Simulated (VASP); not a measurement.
# TiO2 (I4_1/amd) in VASP: a series of runs

TiO2 is run at these levels: PBE; tasks: single point.

Everything below comes from runs of VASP 6.6.1. Logs are shortened: lines on timing, memory, paths and dates and some standing lists are left out, and cuts for length are marked.

## 1. The cell of the first run

It takes space group I4_1/amd (No. 141, tetragonal). The conventional cell has a = 3.784 Å, b = 3.784 Å, c = 9.610 Å, α = 90.00°, β = 90.00°, γ = 90.00°. Ti (site symmetry -4m2) has 6 O at 1.94 to 1.99 Å within 2.6 Å. O (site symmetry 2mm) has 3 Ti at 1.94 to 1.99 Å and 2 O at 2.47 Å within 2.6 Å.

## 2. Single point, PBE

File INCAR:

```
PREC = Accurate ; ENCUT = 520
EDIFF = 1E-6 ; ISMEAR = -1
SIGMA = 0.05 ; LREAL = False
LASPH = True ; NELM = 80
ALGO = Normal ; ISIF = 2
LWAVE = False ; LCHARG = False
GGA = PE ; NBANDS = 33
```

File KPOINTS:

```
Automatic mesh
0
Gamma
  8 8 8
```

File POSCAR:

```
TiO2
1.0
   -1.8921000000      1.8921000000      4.8048730000
    1.8921000000     -1.8921000000      4.8048730000
    1.8921000000      1.8921000000     -4.8048730000
Ti O
2 4
Direct
    0.7500000000      0.2500000000      0.5000000000
    0.0000000000      0.0000000000      0.0000000000
    0.7924437866      0.7924437866      0.0000000000
    0.5424437866      0.0424437866      0.5000000000
    0.9575562134      0.4575562134      0.5000000000
    0.2075562134      0.2075562134      0.0000000000
```

Potentials or basis: VASP PAW PBE potentials, release 64 (Ti_sv, O).

Run with:

```
> cat potpaw_PBE.64/Ti_sv/POTCAR potpaw_PBE.64/O/POTCAR > POTCAR
> mpirun -np 1 vasp_std > vasp.out
```

OUTCAR:

```text
PREC = Accurate
   ENCUT = 520
   EDIFF = 1E-6
   ISMEAR = -1
   LREAL = False
   LASPH = True
   NELM = 80
   ISIF = 2
   GGA = PE

 ion  position               nearest neighbor table
   1  0.750  0.250  0.500-   6 1.94   3 1.94   3 1.94   6 1.94   5 1.99   4 1.99
   2  0.000  0.000  0.000-   5 1.94   4 1.94   4 1.94   5 1.94   3 1.99   6 1.99
   3  0.792  0.792  0.000-   1 1.94   1 1.94   2 1.99
   4  0.542  0.042  0.500-   2 1.94   2 1.94   1 1.99
   5  0.958  0.458  0.500-   2 1.94   2 1.94   1 1.99
   6  0.208  0.208  0.000-   1 1.94   1 1.94   2 1.99

  LATTYP: Found a body centered tetragonal cell.
 ALAT       =     3.7842000000
 C/A-ratio  =     2.5394392474

  Lattice vectors:

 A1 = (  -1.8921000000,   1.8921000000,   4.8048730000)
 A2 = (   1.8921000000,  -1.8921000000,   4.8048730000)
 A3 = (   1.8921000000,   1.8921000000,  -4.8048730000)

Analysis of symmetry for initial positions (statically):
=====================================================================
 Subroutine PRICEL returns:
 Original cell was already a primitive cell.

 Routine SETGRP: Setting up the symmetry group for a
 body centered tetragonal supercell.

 Subroutine GETGRP returns: Found 16 space group operations
 (whereof  8 operations were pure point group operations)
 out of a pool of 16 trial point group operations.

The static configuration has the point symmetry D_2d.
 The point group associated with its full space group is D_4h.

Analysis of symmetry for dynamics (positions and initial velocities):
=====================================================================
 Subroutine PRICEL returns:
 Original cell was already a primitive cell.

 Routine SETGRP: Setting up the symmetry group for a
 body centered tetragonal supercell.

 Subroutine GETGRP returns: Found 16 space group operations
 (whereof  8 operations were pure point group operations)
 out of a pool of 16 trial point group operations.

The dynamic configuration has the point symmetry D_2d.
 The point group associated with its full space group is D_4h.

 Subroutine INISYM returns: Found 16 space group operations
 (whereof  8 operations are pure point group operations),
 and found     1 'primitive' translations

----------------------------------------------------------------------------------------

                                     Primitive cell

  volume of cell :      68.8066

  direct lattice vectors                    reciprocal lattice vectors
    -1.892100000  1.892100000  4.804873000     0.000000000  0.264256646  0.104061023
     1.892100000 -1.892100000  4.804873000     0.264256646  0.000000000  0.104061023
     1.892100000  1.892100000 -4.804873000     0.264256646  0.264256646  0.000000000

  length of vectors
     5.499717208  5.499717208  5.499717208     0.284007520  0.284007520  0.373715333

  position of ions in fractional coordinates (direct lattice)
     0.750000000  0.250000000  0.500000000
     0.000000000  0.000000000  0.000000000
     0.792443787  0.792443787  0.000000000
     0.542443787  0.042443787  0.500000000
     0.957556213  0.457556213  0.500000000
     0.207556213  0.207556213  0.000000000

  ion indices of the primitive-cell ions
   primitive index   ion index
                 1           1
                 2           2
                 3           3
                 4           4
                 5           5
                 6           6

----------------------------------------------------------------------------------------

 KPOINTS: Automatic mesh

Automatic generation of k-mesh.
 Grid dimensions read from file:
 generate k-points for:    8    8    8

 Generating k-lattice:

  Cartesian coordinates                     Fractional coordinates (reciprocal lattice)
     0.000000000  0.033032081  0.013007628     0.125000000 -0.000000000  0.000000000
     0.033032081  0.000000000  0.013007628    -0.000000000  0.125000000  0.000000000
     0.033032081  0.033032081  0.000000000     0.000000000  0.000000000  0.125000000

  Length of vectors
     0.035500940  0.035500940  0.046714417

  Shift w.r.t. Gamma in fractional coordinates (k-lattice)
     0.000000000  0.000000000  0.000000000

 Subroutine IBZKPT returns following result:
 ===========================================

 Found     59 irreducible k-points:

 Following reciprocal coordinates:
            Coordinates               Weight
  0.000000  0.000000  0.000000      1.000000
  0.125000  0.000000  0.000000      8.000000
  0.250000  0.000000  0.000000      8.000000
  0.375000  0.000000 -0.000000      8.000000
  0.500000  0.000000  0.000000      4.000000
  0.125000  0.125000  0.000000      8.000000
[... 16 lines left out ...]
  0.250000  0.125000  0.125000     16.000000
  0.375000  0.125000  0.125000      8.000000
 [... further k-points ...]
   k-points           NKPTS =     59   k-points in BZ     NKDIM =     59   number of bands    NBANDS=     33
   number of dos      NEDOS =    301   number of ions     NIONS =      6
   total plane-waves  NPLWV =  74088
   dimension x,y,z NGX =    42 NGY =   42 NGZ =   42
   dimension x,y,z NGXF=    84 NGYF=   84 NGZF=   84
   ions per type =               2   4
   NGX,Y,Z   is equivalent  to a cutoff of  12.70, 12.70, 12.70 a.u.
   NGXF,Y,Z  is equivalent  to a cutoff of  25.39, 25.39, 25.39 a.u.
 SYSTEM =  unknown system
   PREC   = accura    normal or accurate (medium, high low for compatibility)
   ISTART =      0    job   : 0-new  1-cont  2-samecut
   ICHARG =      2    charge: 1-file 2-atom 10-const
   ISPIN  =      1    spin polarized calculation?
   LNONCOLLINEAR =      F non collinear calculations
   LSORBIT =      F    spin-orbit coupling
   LASPH  =      T    aspherical Exc in radial PAW
   ENCUT  =  520.0 eV  38.22 Ry    6.18 a.u.  10.23 10.23 10.23*2*pi/ulx,y,z
   NELM   =     80;   NELMIN=  2; NELMDL= -5     # of ELM steps
   EDIFF  = 0.1E-05   stopping-criterion for ELM
   LREAL  =      F    real-space projection
   EDIFFG = 0.1E-04   stopping-criterion for IOM
   NSW    =      0    number of steps for IOM
   IBRION =     -1    ionic relax: 0-MD 1-quasi-New 2-CG
   NFREE  =      0    steps in history (QN), initial steepest desc. (CG)
   ISIF   =      2    stress and relaxation
   ISYM   =      2    0-nonsym 1-usesym 2-fastsym
   POTIM  = 0.5000    time-step for ionic-motion
   TEBEG  =    0.0;   TEEND  =   0.0 temperature during run
   PSTRESS=    0.0 pullay stress
   NELECT =      48.0000    total number of electrons
   NUPDOWN=      -1.0000    fix difference up-down
   EMIN   =  10.00;   EMAX   =-10.00  energy-range for DOS
   EFERMI =   0.00;   METHOD = LEGACY
   ISMEAR =    -1;   SIGMA  =   0.05  broadening in eV -4-tet -1-fermi 0-gaus
   EFERMI_NEDOS =   21; number of points for ismear=-14 and -15
   IALGO  =     38    algorithm
   IMIX   =      4    mixing-type and parameters
     AMIX     =   0.40;   BMIX     =  1.00
     AMIX_MAG =   1.60;   BMIX_MAG =  1.00
  volume/ion in A,a.u.               =      11.47        77.39
  Fermi-wavevector in a.u.,A,eV,Ry     =   1.451928  2.743747 28.682391  2.108096
  Thomas-Fermi vector in A             =   2.569369
   LORBIT       =      0    0 simple, 1 ext, 2 COOP (PROOUT), +10 PAW based schemes
   GGA     = PE    functional components
   LHFCALC =     F    Hartree Fock is set to
   AEXX    =    0.0000 exact exchange contribution
   IVDW    =     0    specifies the selected vdW correction
   LEPSILON=     F    determine dielectric tensor
   LRPA    =     F    only Hartree local field effects (RPA)
 non-spin polarized calculation
  energy-cutoff  :      520.00
  volume of cell :       68.81
 maximum number of plane-waves:      1870
 NGX is ok and might be reduce to    42
   NGX = 21   NGY = 21   NGZ = 21

 number of electron      47.9999992 magnetization

 Free energy of the ion-electron system (eV)
  ---------------------------------------------------
  ext. energy  EPLUGINS =         0.00000000
  ---------------------------------------------------
  free energy    TOTEN  =       -53.84743873 eV

  energy without entropy =      -53.84743873  energy(sigma->0) =      -53.84743873

 E-fermi :   4.3324     XC(G=0): -10.6842

 val. band max:        3.2823290579   @ k =  -0.3750   0.3750   0.0000
 cond. band min:       5.4222035800   @ k =   0.0000   0.0000   0.0000
 fundamental gap:      2.1398745221
 Fermi energy:         4.3323719356

 k-point     1 :       0.0000    0.0000    0.0000
  band No.  band energies     occupation
      1     -53.1099      2.00000
      2     -53.0538      2.00000
      3     -29.5595      2.00000
      4     -29.3295      2.00000
      5     -29.3295      2.00000
      6     -29.2629      2.00000
[... 25 lines left out ...]
     32       8.4964      0.00000
     33       8.5941      0.00000

 k-point     2 :       0.1250    0.0000    0.0000
  band No.  band energies     occupation
      1     -53.1080      2.00000
      2     -53.0551      2.00000
      3     -29.5553      2.00000
      4     -29.3487      2.00000
      5     -29.3309      2.00000
      6     -29.2710      2.00000
[... 25 lines left out ...]
     32       8.7216      0.00000
     33       8.9927      0.00000

 k-point     3 :       0.2500    0.0000    0.0000
  band No.  band energies     occupation
      1     -53.1029      2.00000
      2     -53.0586      2.00000
      3     -29.5456      2.00000
      4     -29.3928      2.00000
      5     -29.3338      2.00000
      6     -29.2875      2.00000
[... 25 lines left out ...]
     32       9.0970      0.00000
     33       9.4666      0.00000

 k-point     4 :       0.3750    0.0000   -0.0000
  band No.  band energies     occupation
      1     -53.0968      2.00000
      2     -53.0632      2.00000
      3     -29.5358      2.00000
      4     -29.4369      2.00000
      5     -29.3363      2.00000
      6     -29.2980      2.00000
[... 25 lines left out ...]
     32       9.2749      0.00000
     33       9.6979      0.00000

 k-point     5 :       0.5000    0.0000    0.0000
  band No.  band energies     occupation
      1     -53.0936      2.00000
      2     -53.0657      2.00000
      3     -29.5309      2.00000
      4     -29.4564      2.00000
      5     -29.3373      2.00000
      6     -29.3000      2.00000
[... 604 lines left out ...]
 k-point    22 :       0.1250    0.1250    0.1250
  band No.  band energies     occupation
      1     -53.0979      2.00000
      2     -53.0613      2.00000
      3     -29.5444      2.00000
      4     -29.4201      2.00000
      5     -29.3633      2.00000
      6     -29.3130      2.00000
[... 25 lines left out ...]
     32       9.8384      0.00000
     33      10.2055      0.00000

 k-point    23 :       0.2500    0.1250    0.1250
  band No.  band energies     occupation
      1     -53.0918      2.00000
      2     -53.0659      2.00000
      3     -29.5354      2.00000
      4     -29.4570      2.00000
      5     -29.3711      2.00000
      6     -29.3298      2.00000
[... 25 lines left out ...]
     32       9.8791      0.00000
     33      10.4318      0.00000

 k-point    24 :       0.3750    0.1250    0.1250
  band No.  band energies     occupation
      1     -53.0884      2.00000
      2     -53.0686      2.00000
      3     -29.5303      2.00000
      4     -29.4751      2.00000
      5     -29.3729      2.00000
      6     -29.3359      2.00000
[... 25 lines left out ...]
     32       9.8508      0.00000
     33      10.4616      0.00000

 [... further k-points ...]

------------------------ aborting loop because EDIFF is reached ----------------------------------------

  FORCE on cell =-STRESS in cart. coord.  units (eV):
  Direction    XX          YY          ZZ          XY          YZ          ZX
  --------------------------------------------------------------------------------------
  -------------------------------------------------------------------------------------
  Total        1.6934880      1.6934880      1.5715688      0.0000000      0.0000000      0.0000000
  in kB       39.4332562     39.4332562     36.5943390      0.0000000      0.0000000      0.0000000
  external PRESSURE =      38.4869505 kB  Pullay stress =       0.0000000 kB

 VOLUME and BASIS-vectors are now :
 -----------------------------------------------------------------------------
  energy-cutoff  :      520.00
  volume of cell :       68.81
      direct lattice vectors                 reciprocal lattice vectors
    -1.892100000  1.892100000  4.804873000     0.000000000  0.264256646  0.104061023
     1.892100000 -1.892100000  4.804873000     0.264256646  0.000000000  0.104061023
     1.892100000  1.892100000 -4.804873000     0.264256646  0.264256646  0.000000000

 POSITION                                       TOTAL-FORCE (eV/Angst)
 -----------------------------------------------------------------------------------
      0.00000      1.89210      2.40244         0.000000      0.000000     -0.000000
      0.00000      0.00000      0.00000         0.000000      0.000000     -0.000000
      0.00000      0.00000      7.61518        -0.000000     -0.000000     -0.019469
     -0.00000      1.89210      0.40787         0.000000      0.000000     -0.019469
      0.00000      1.89210      4.39700        -0.000000     -0.000000      0.019469
      0.00000      0.00000      1.99456         0.000000      0.000000      0.019469
 -----------------------------------------------------------------------------------
    total drift:                                0.000000      0.000000     -0.000000

  FREE ENERGIE OF THE ION-ELECTRON SYSTEM (eV)
  ---------------------------------------------------
  free  energy   TOTEN  =       -53.8474387272 eV

  energy  without entropy=      -53.8474387271  energy(sigma->0) =      -53.84743873
```

It took 2.7 min on 1 thread of AMD EPYC 9R45 (Zen 5), shared host; peak memory 0.28 GiB.

Results:

```
Free energy            : -53.8474 eV
Pressure               : 3.8 GPa
Largest force          : 0.019 eV/Å
Band gap on the k mesh : 2.14 eV (least direct gap 2.44 eV)
```

Forces in eV/Å, atoms in the order of the input:
```
Ti   0.000  0.000  0.000
Ti   0.000  0.000  0.000
O    0.000  0.000 -0.019
O    0.000  0.000 -0.019
O    0.000  0.000  0.019
O    0.000  0.000  0.019
```

Stress tensor (GPa, compression positive):
```
3.94 0.00 0.00
0.00 3.94 0.00
0.00 0.00 3.66
```

Levels at points of the mesh, in eV from the valence-band top:
| k point | band 21 | band 22 | band 23 | band 24 | band 25 | band 26 | band 27 | band 28 |
| --- | --- | --- | --- | --- | --- | --- | --- | --- |
| (0.00, 0.00, 0.00) | -0.76 | -0.76 | -0.42 | -0.42 | 2.14 | 2.84 | 4.01 | 4.01 |
| (0.50, 0.00, 0.00) | -1.91 | -0.90 | -0.82 | -0.62 | 3.25 | 3.54 | 3.57 | 3.63 |
| (0.50, 0.50, 0.00) | -2.01 | -2.01 | -0.01 | -0.01 | 3.31 | 3.31 | 3.79 | 3.79 |
| (0.50, 0.50, 0.50) | -1.23 | -1.23 | -0.09 | -0.09 | 2.48 | 2.48 | 3.77 | 3.77 |

Caveat: the cell stands under pressure.

(Continued in part 2 of 2.)
